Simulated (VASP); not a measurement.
Wanted: the native input for a VASP 6.6.1 run.

| Item | Value |
| --- | --- |
| Task | relaxation of cell and atoms |
| Functional | PBE |
| Potentials or basis | VASP PAW PBE potentials, release 64 (Zn, Se, S) |
| Cutoff | 600 eV |
| k mesh | 6 × 6 × 6 |
| Occupations | gaussian, width 0.02 eV |
| Spin | no spin polarisation |
| Dipole correction | no |
| Further INCAR settings | ALGO = Normal; EDIFF = 1e-06; IBRION = 2; EDIFFG = -0.01; NSW = 100; ISIF = 3 |

The structure of Zn4SeS3 lies in POSCAR:

```
Zn4SeS3
1.0
    5.5155751000      0.0000000000      0.0000000000
    0.0000000000      5.5155751000      0.0000000000
    0.0000000000      0.0000000000      5.5155751000
Zn Se S
4 1 3
Direct
    0.7436060000      0.7436060000      0.7436060000
    0.7436060000      0.2563940000      0.2563940000
    0.2563940000      0.7436060000      0.2563940000
    0.2563940000      0.2563940000      0.7436060000
    0.0000000000      0.0000000000      0.0000000000
    0.5000000000      0.5000000000      0.0000000000
    0.5000000000      0.0000000000      0.5000000000
    0.0000000000      0.5000000000      0.5000000000
```

The input as run:

INCAR

```
SYSTEM = Zn4SeS3
PREC = Accurate
ENCUT = 600
EDIFF = 1E-6
ISMEAR = 0
SIGMA = 0.02
LREAL = .False.
LASPH = .True.
NELM = 80
ALGO = Normal
ISIF = 3
LWAVE = .False.
LCHARG = .False.
GGA = PE
IBRION = 2
NSW = 100
EDIFFG = -0.01
```

KPOINTS

```
regular mesh
0
Gamma
  6 6 6
  0 0 0
```

Potentials or basis: VASP PAW PBE potentials, release 64 (Zn, Se, S).

Run with:

```console
$ cat potpaw_PBE.64/Zn/POTCAR potpaw_PBE.64/Se/POTCAR potpaw_PBE.64/S/POTCAR > POTCAR
$ mpirun -np 1 vasp_std > vasp.out
```

It gave:

* Relaxed volume: 21.03 Å³/atom
* Relaxed cell: a = 5.521 Å, b = 5.521 Å, c = 5.521 Å, α = 90.00°, β = 90.00°, γ = 90.00°
* Space group after relaxing (to 0.1 Å): P-43m (No. 215)
* Energy gained by relaxing: 0.0 meV/atom
* Ionic steps: 2
* Pressure after relaxing: -0.1 GPa
* Band gap on the k mesh: 1.72 eV

Run time: 5.1 min on 1 thread of Oxide Virtual Turin-like Processor, on a shared host, peak memory 0.4 GiB.
